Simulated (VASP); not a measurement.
A run of VASP 6.6.1:

INCAR

```
ALGO     = Normal         # electronic algorithm
EDIFF    = 1E-6           # SCF threshold, eV
ENCUT    = 500            # plane-wave cutoff, eV
GGA      = PS             # functional
GGA_COMPAT= False        
ISIF     = 2              # what is computed and relaxed
ISMEAR   = 0              # smearing method
LASPH    = True           # aspherical terms in the spheres
LCHARG   = False          # write CHGCAR
LREAL    = False          # projectors in reciprocal space
LWAVE    = False          # write WAVECAR
NBANDS   = 22             # bands
NELM     = 120            # most SCF steps
PREC     = Accurate       # precision mode
SIGMA    = 0.05           # smearing width, eV
```

Contents of KPOINTS:

```
k-points
0
Gamma
  15 15 15
```

File POSCAR:

```
Rh
1.0
    0.0000000000      2.7160399820      2.7160399820
    2.7160399820      0.0000000000      2.7160399820
    2.7160399820      2.7160399820      0.0000000000
Rh
2
Direct
    1.0000000000      1.0000000000      1.0000000000
    0.2500000000      0.2500000000      0.2500000000
```

Potentials or basis: VASP PAW PBE potentials, release 64 (Rh_pv).

Command:

```console
$ cat potpaw_PBE.64/Rh_pv/POTCAR > POTCAR
$ mpirun -np 1 vasp_std > vasp.out
```

Hardware: 1 thread of AMD EPYC 9R45 96-Core Processor (Zen 5), with other jobs on the host.

**Question.** Estimate the wall time of this run.

**Answer.** Run time: 45 s on 1 thread of AMD EPYC 9R45 96-Core Processor (Zen 5), with other jobs on the host, peak memory 0.18 GiB. Counts: scf iterations 11, k points 120.
